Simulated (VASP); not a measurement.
# HgTe (I-4m2) in VASP: a series of runs

HgTe is run at these levels: PBEsol; tasks: single point.

Everything below comes from runs of VASP 6.6.1. Logs are shortened: lines on timing, memory, paths and dates and some standing lists are left out, and cuts for length are marked.

**1. The cell of the first run**

It takes space group I-4m2 (No. 119, tetragonal). The conventional cell has a = 4.331 Å, b = 4.331 Å, c = 6.769 Å, α = 90.00°, β = 90.00°, γ = 90.00°. Hg (site symmetry -4m2) has 4 Te at 2.75 Å within 3.6 Å. Te (site symmetry -4m2) has 4 Hg at 2.75 Å within 3.6 Å.

**2. Single point, PBEsol (strain -0.050 along x and y, +0.050 along z)**

File INCAR:

```
  ALGO = Normal
  EDIFF = 1E-6
  ENCUT = 520
  GGA = PS
  ISIF = 2
  ISMEAR = 0
  LASPH = T
  LCHARG = F
  LREAL = F
  LWAVE = F
  NBANDS = 16
  NELM = 80
  PREC = Accurate
  SIGMA = 0.15
```

File KPOINTS:

```
k-points
0
Gamma
  14 14 14
```

File POSCAR:

```
HgTe
1.0
    0.0000000000      3.0623250000      3.3846750000
    3.0623250000      0.0000000000      3.3846750000
    3.0623250000      3.0623250000      0.0000000000
Hg Te
1 1
Direct
    0.0000000000      0.0000000000      0.0000000000
    0.7500000000      0.7500000000      0.7500000000
```

Potentials or basis: VASP PAW PBE potentials, release 64 (Hg, Te).

The run is started by

```sh
$ cat potpaw_PBE.64/Hg/POTCAR potpaw_PBE.64/Te/POTCAR > POTCAR
$ mpirun -np 1 vasp_std > vasp.out
```

OUTCAR:

```text
EDIFF = 1E-6
   ENCUT = 520
   GGA = PS
   ISIF = 2
   ISMEAR = 0
   LASPH = T
   LREAL = F
   NELM = 80
   PREC = Accurate

 ion  position               nearest neighbor table
   1  0.000  0.000  0.000-   2 2.75   2 2.75   2 2.75   2 2.75
   2  0.750  0.750  0.750-   1 2.75   1 2.75   1 2.75   1 2.75

  LATTYP: Found a body centered tetragonal cell.
 ALAT       =     4.3307815474
 C/A-ratio  =     1.5630781479

  Lattice vectors:

 A1 = (  -3.0623250000,   0.0000000000,   3.3846750000)
 A2 = (   3.0623250000,   0.0000000000,   3.3846750000)
 A3 = (   0.0000000000,   3.0623250000,  -3.3846750000)

Analysis of symmetry for initial positions (statically):
=====================================================================
 Subroutine PRICEL returns:
 Original cell was already a primitive cell.

 Routine SETGRP: Setting up the symmetry group for a
 body centered tetragonal supercell.

 Subroutine GETGRP returns: Found  8 space group operations
 (whereof  8 operations were pure point group operations)
 out of a pool of 16 trial point group operations.

The static configuration has the point symmetry D_2d.

Analysis of symmetry for dynamics (positions and initial velocities):
=====================================================================
 Subroutine PRICEL returns:
 Original cell was already a primitive cell.

 Routine SETGRP: Setting up the symmetry group for a
 body centered tetragonal supercell.

 Subroutine GETGRP returns: Found  8 space group operations
 (whereof  8 operations were pure point group operations)
 out of a pool of 16 trial point group operations.

The dynamic configuration has the point symmetry D_2d.

 Subroutine INISYM returns: Found  8 space group operations
 (whereof  8 operations are pure point group operations),
 and found     1 'primitive' translations

----------------------------------------------------------------------------------------

                                     Primitive cell

  volume of cell :      63.4818

  direct lattice vectors                    reciprocal lattice vectors
     0.000000000  3.062325000  3.384675000    -0.163274636  0.163274636  0.147724671
     3.062325000  0.000000000  3.384675000     0.163274636 -0.163274636  0.147724671
     3.062325000  3.062325000  0.000000000     0.163274636  0.163274636 -0.147724671

  length of vectors
     4.564412258  4.564412258  4.330781547     0.274116384  0.274116384  0.274116384

  position of ions in fractional coordinates (direct lattice)
     0.000000000  0.000000000  0.000000000
     0.750000000  0.750000000  0.750000000

  ion indices of the primitive-cell ions
   primitive index   ion index
                 1           1
                 2           2

----------------------------------------------------------------------------------------

 KPOINTS: k-points

Automatic generation of k-mesh.
 Grid dimensions read from file:
 generate k-points for:   14   14   14

 Generating k-lattice:

  Cartesian coordinates                     Fractional coordinates (reciprocal lattice)
    -0.011662474  0.011662474  0.010551762     0.071428571  0.000000000  0.000000000
     0.011662474 -0.011662474  0.010551762     0.000000000  0.071428571  0.000000000
     0.011662474  0.011662474 -0.010551762    -0.000000000 -0.000000000  0.071428571

  Length of vectors
     0.019579742  0.019579742  0.019579742

  Shift w.r.t. Gamma in fractional coordinates (k-lattice)
     0.000000000  0.000000000  0.000000000

 Subroutine IBZKPT returns following result:
 ===========================================

 Found    244 irreducible k-points:

 Following reciprocal coordinates:
            Coordinates               Weight
  0.000000  0.000000  0.000000      1.000000
  0.071429  0.000000  0.000000      8.000000
  0.142857  0.000000  0.000000      8.000000
  0.214286  0.000000  0.000000      8.000000
  0.285714  0.000000  0.000000      8.000000
  0.357143  0.000000  0.000000      8.000000
[... 16 lines left out ...]
  0.214286  0.142857  0.000000      8.000000
  0.285714  0.142857  0.000000      8.000000
 [... further k-points ...]
   k-points           NKPTS =    244   k-points in BZ     NKDIM =    244   number of bands    NBANDS=     16
   number of dos      NEDOS =    301   number of ions     NIONS =      2
   total plane-waves  NPLWV =  41472
   dimension x,y,z NGX =    36 NGY =   36 NGZ =   32
   dimension x,y,z NGXF=    72 NGYF=   72 NGZF=   64
   ions per type =               1   1
   NGX,Y,Z   is equivalent  to a cutoff of  13.11, 13.11, 12.28 a.u.
   NGXF,Y,Z  is equivalent  to a cutoff of  26.22, 26.22, 24.57 a.u.
 SYSTEM =  unknown system
   PREC   = accura    normal or accurate (medium, high low for compatibility)
   ISTART =      0    job   : 0-new  1-cont  2-samecut
   ICHARG =      2    charge: 1-file 2-atom 10-const
   ISPIN  =      1    spin polarized calculation?
   LNONCOLLINEAR =      F non collinear calculations
   LSORBIT =      F    spin-orbit coupling
   LASPH  =      T    aspherical Exc in radial PAW
   ENCUT  =  520.0 eV  38.22 Ry    6.18 a.u.   8.49  8.49  8.05*2*pi/ulx,y,z
   NELM   =     80;   NELMIN=  2; NELMDL= -5     # of ELM steps
   EDIFF  = 0.1E-05   stopping-criterion for ELM
   LREAL  =      F    real-space projection
   EDIFFG = 0.1E-04   stopping-criterion for IOM
   NSW    =      0    number of steps for IOM
   IBRION =     -1    ionic relax: 0-MD 1-quasi-New 2-CG
   NFREE  =      0    steps in history (QN), initial steepest desc. (CG)
   ISIF   =      2    stress and relaxation
   ISYM   =      2    0-nonsym 1-usesym 2-fastsym
   POTIM  = 0.5000    time-step for ionic-motion
   TEBEG  =    0.0;   TEEND  =   0.0 temperature during run
   PSTRESS=    0.0 pullay stress
   NELECT =      18.0000    total number of electrons
   NUPDOWN=      -1.0000    fix difference up-down
   EMIN   =  10.00;   EMAX   =-10.00  energy-range for DOS
   EFERMI =   0.00;   METHOD = LEGACY
   ISMEAR =     0;   SIGMA  =   0.15  broadening in eV -4-tet -1-fermi 0-gaus
   EFERMI_NEDOS =   21; number of points for ismear=-14 and -15
   IALGO  =     38    algorithm
   IMIX   =      4    mixing-type and parameters
     AMIX     =   0.40;   BMIX     =  1.00
     AMIX_MAG =   1.60;   BMIX_MAG =  1.00
  volume/ion in A,a.u.               =      31.74       214.20
  Fermi-wavevector in a.u.,A,eV,Ry     =   1.075513  2.032426 15.738254  1.156729
  Thomas-Fermi vector in A             =   2.211372
   LORBIT       =      0    0 simple, 1 ext, 2 COOP (PROOUT), +10 PAW based schemes
   GGA     = PS    functional components
   LHFCALC =     F    Hartree Fock is set to
   AEXX    =    0.0000 exact exchange contribution
   IVDW    =     0    specifies the selected vdW correction
   LEPSILON=     F    determine dielectric tensor
   LRPA    =     F    only Hartree local field effects (RPA)
 non-spin polarized calculation
 Gauss-broadening in eV      SIGMA  =   0.15
  energy-cutoff  :      520.00
  volume of cell :       63.48
 maximum number of plane-waves:      1736
 NGX is ok and might be reduce to    36
   NGX = 17   NGY = 17   NGZ = 17

 number of electron      18.0000001 magnetization

 Free energy of the ion-electron system (eV)
  ---------------------------------------------------
  ext. energy  EPLUGINS =         0.00000000
  ---------------------------------------------------
  free energy    TOTEN  =        -4.28425450 eV

  energy without entropy =       -4.28401625  energy(sigma->0) =       -4.28413538

 E-fermi :   3.8391     XC(G=0):  -9.2316

 val. band max:        3.7465828351   @ k =   0.0000   0.0000   0.0000
 cond. band min:       4.0335724973   @ k =   0.0714   0.0000   0.0000
 fundamental gap:      0.2869896622
 Fermi energy:         3.8391352386

 k-point     1 :       0.0000    0.0000    0.0000
  band No.  band energies     occupation
      1      -8.8474      2.00000
      2      -4.1005      2.00000
      3      -4.0670      2.00000
      4      -4.0670      2.00000
      5      -3.5243      2.00000
      6      -3.4351      2.00000
[... 8 lines left out ...]
     15      12.3270      0.00000
     16      12.5099      0.00000

 k-point     2 :       0.0714    0.0000    0.0000
  band No.  band energies     occupation
      1      -8.8177      2.00000
      2      -4.0954      2.00000
      3      -4.0583      2.00000
      4      -4.0579      2.00000
      5      -3.5235      2.00000
      6      -3.4376      2.00000
[... 8 lines left out ...]
     15      11.9289      0.00000
     16      13.0835      0.00000

 k-point     3 :       0.1429    0.0000    0.0000
  band No.  band energies     occupation
      1      -8.7327      2.00000
      2      -4.0793      2.00000
      3      -4.0343      2.00000
      4      -4.0282      2.00000
      5      -3.5198      2.00000
      6      -3.4441      2.00000
[... 8 lines left out ...]
     15      11.8543      0.00000
     16      12.6511      0.00000

 k-point     4 :       0.2143    0.0000    0.0000
  band No.  band energies     occupation
      1      -8.6053      2.00000
      2      -4.0509      2.00000
      3      -4.0004      2.00000
      4      -3.9697      2.00000
      5      -3.5097      2.00000
      6      -3.4516      2.00000
[... 8 lines left out ...]
     15      12.1078      0.00000
     16      12.3289      0.00000
[... 324 lines left out ...]
 k-point    22 :       0.1429    0.1429    0.0000
  band No.  band energies     occupation
      1      -8.7069      2.00000
      2      -4.0905      2.00000
      3      -4.0054      2.00000
      4      -4.0054      2.00000
      5      -3.5490      2.00000
      6      -3.4267      2.00000
[... 8 lines left out ...]
     15      11.3151      0.00000
     16      14.0046      0.00000

 k-point    23 :       0.2143    0.1429    0.0000
  band No.  band energies     occupation
      1      -8.6165      2.00000
      2      -4.0705      2.00000
      3      -3.9712      2.00000
      4      -3.9692      2.00000
      5      -3.5554      2.00000
      6      -3.4250      2.00000
[... 8 lines left out ...]
     15      12.0443      0.00000
     16      13.6020      0.00000

 k-point    24 :       0.2857    0.1429    0.0000
  band No.  band energies     occupation
      1      -8.4909      2.00000
      2      -4.0293      2.00000
      3      -3.9331      2.00000
      4      -3.9075      2.00000
      5      -3.5509      2.00000
      6      -3.4268      2.00000
[... 8 lines left out ...]
     15      12.6313      0.00000
     16      13.3188      0.00000

 [... further k-points ...]

------------------------ aborting loop because EDIFF is reached ----------------------------------------

  FORCE on cell =-STRESS in cart. coord.  units (eV):
  Direction    XX          YY          ZZ          XY          YZ          ZX
  --------------------------------------------------------------------------------------
  -------------------------------------------------------------------------------------
  Total        1.8984195      1.8984195      1.2549331      0.0000000      0.0000000     -0.0000000
  in kB       47.9129859     47.9129859     31.6724487      0.0000000      0.0000000     -0.0000000
  external PRESSURE =      42.4994735 kB  Pullay stress =       0.0000000 kB

 VOLUME and BASIS-vectors are now :
 -----------------------------------------------------------------------------
  energy-cutoff  :      520.00
  volume of cell :       63.48
      direct lattice vectors                 reciprocal lattice vectors
     0.000000000  3.062325000  3.384675000    -0.163274636  0.163274636  0.147724671
     3.062325000  0.000000000  3.384675000     0.163274636 -0.163274636  0.147724671
     3.062325000  3.062325000  0.000000000     0.163274636  0.163274636 -0.147724671

 POSITION                                       TOTAL-FORCE (eV/Angst)
 -----------------------------------------------------------------------------------
      0.00000      0.00000      0.00000         0.000000     -0.000000      0.000000
      4.59349      4.59349      5.07701        -0.000000      0.000000     -0.000000
 -----------------------------------------------------------------------------------
    total drift:                                0.000000      0.000000      0.000000

  FREE ENERGIE OF THE ION-ELECTRON SYSTEM (eV)
  ---------------------------------------------------
  free  energy   TOTEN  =        -4.2842545030 eV

  energy  without entropy=       -4.2840162517  energy(sigma->0) =       -4.28413538
```

It took 3.8 min on 1 thread of Intel Xeon 6975P-C (Granite Rapids), shared host; peak memory 0.39 GiB.

Results:

```
Free energy            : -4.2843 eV
Pressure               : 4.2 GPa
Band gap on the k mesh : zero (filled and empty bands touch)
```

Levels at points of the mesh, in eV from the Fermi level:
```csv
k point,band 7,band 8,band 9,band 10,band 11,band 12
"(0.00, 0.00, 0.00)",-0.91,-0.55,-0.09,-0.09,3.91,3.91
"(0.50, 0.00, 0.00)",-6.14,-1.60,-1.07,0.34,4.52,5.02
"(0.50, 0.50, 0.00)",-6.35,-2.47,-2.47,2.09,2.35,7.62
"(0.50, 0.00, 0.50)",-5.82,-3.03,-2.77,1.34,1.84,8.24
```

Caveat: the cell differs from its parent crystal (strain -0.050 along x and y, +0.050 along z); the cell stands under pressure; semilocal functionals underestimate gaps, so a narrow gap can read as zero; the PAW data sets were made with another functional, which shifts forces and pressure a little; spin-orbit coupling is left out, which moves the levels of the heavy elements.

**3. Single point, PBEsol (strain +0.000 along x and y, -0.050 along z)**

File INCAR:

```
SYSTEM = HgTe
PREC = Accurate
ENCUT = 520
EDIFF = 1E-6
ISMEAR = 0
SIGMA = 0.15
LREAL = .False.
LASPH = .True.
NELM = 80
ALGO = Normal
ISIF = 2
LWAVE = .False.
LCHARG = .False.
GGA = PS
NBANDS = 16
```

File KPOINTS:

```
regular mesh
0
Gamma
  14 14 14
  0 0 0
```

File POSCAR:

```
HgTe
1.0
    0.0000000000      3.2235000000      3.0623250000
    3.2235000000      0.0000000000      3.0623250000
    3.2235000000      3.2235000000      0.0000000000
Hg Te
1 1
Direct
    0.0000000000      0.0000000000      0.0000000000
    0.7500000000      0.7500000000      0.7500000000
```

Potentials or basis: VASP PAW PBE potentials, release 64 (Hg, Te).

The run is started by

```sh
$ cat potpaw_PBE.64/Hg/POTCAR potpaw_PBE.64/Te/POTCAR > POTCAR
$ mpirun -np 1 vasp_std > vasp.out
```

Run time: 3.9 min. Hardware: 1 thread of Intel Xeon 6975P-C (Granite Rapids), shared host; peak memory 0.39 GiB.

Results (log left out):

| Property | Result |
| --- | --- |
| Free energy | -4.3044 eV |
| Pressure | 4.2 GPa |

Stress tensor (GPa, compression positive):
```
4.06 0.00 0.00
0.00 4.06 0.00
0.00 0.00 4.62
```

Levels at points of the mesh, in eV from the Fermi level:
| k point | band 5 | band 6 | band 7 | band 8 | band 9 | band 10 | band 11 | band 12 | band 13 | band 14 |
| --- | --- | --- | --- | --- | --- | --- | --- | --- | --- | --- |
| (0.00, 0.00, 0.00) | -7.27 | -7.23 | -0.82 | -0.22 | -0.22 | -0.04 | 3.93 | 3.93 | 3.93 | 6.13 |
| (0.50, 0.00, 0.00) | -7.23 | -6.91 | -6.09 | -1.39 | -1.15 | 0.46 | 4.62 | 4.94 | 6.54 | 7.77 |
| (0.50, 0.50, 0.00) | -7.18 | -6.67 | -5.78 | -2.86 | -2.86 | 1.39 | 1.91 | 8.40 | 8.91 | 8.91 |
| (0.50, 0.00, 0.50) | -7.18 | -6.77 | -6.03 | -2.69 | -2.56 | 1.78 | 2.15 | 8.04 | 8.69 | 8.97 |

Caveat: the cell differs from its parent crystal (strain +0.000 along x and y, -0.050 along z); the cell stands under pressure; the PAW data sets were made with another functional, which shifts forces and pressure a little; spin-orbit coupling is left out, which moves the levels of the heavy elements.

[end of part 1 of 2]
